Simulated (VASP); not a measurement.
Ta3Ru, 4 atoms in the cell. The structure is orthorhombic, space group Cmmm (No. 65). Conventional cell: a = 3.269 Å, b = 4.636 Å, c = 8.483 Å, α = 90.00°, β = 90.00°, γ = 90.00°. Ta (site symmetry mm2) has 4 Ru at 2.59 to 3.07 Å and 10 Ta at 2.77 to 3.27 Å within 3.4 Å. Ta (site symmetry mmm) has 14 Ta at 2.77 to 3.27 Å within 3.7 Å. Ru (site symmetry mmm) has 8 Ta at 2.59 to 3.07 Å and 6 Ru at 2.84 to 3.27 Å within 3.4 Å.  This cell differs from its parent crystal: strain +0.000 along x and y, -0.030 along z.

```yaml
Program: VASP 6.6.1
Task: single point
Functional: PBEsol
Potentials_or_basis: VASP PAW PBE potentials, release 64 (Ta_pv, Ru_pv)
Cutoff: 520 eV
k_mesh: 18 × 18 × 6
Occupations: gaussian, width 0.15 eV
Spin: no spin polarisation
Dipole_correction: no
Further_INCAR_settings: ALGO = Fast; EDIFF = 1e-06; NBANDS = 32
```

Potentials or basis: VASP PAW PBE potentials, release 64 (Ta_pv, Ru_pv).

Command:

```sh
$ cat potpaw_PBE.64/Ta_pv/POTCAR potpaw_PBE.64/Ru_pv/POTCAR > POTCAR
$ mpirun -np 1 vasp_std > vasp.out
```

Hardware: 1 thread of Intel(R) Xeon(R) 6975P-C (Granite Rapids), with other jobs on the host.

**Question.** How long does it take, and how much memory?

**Answer.** It took 6.2 min on 1 thread of Intel(R) Xeon(R) 6975P-C (Granite Rapids), on a shared host, peak memory 0.68 GiB. Counts: scf iterations 20, k points 364.
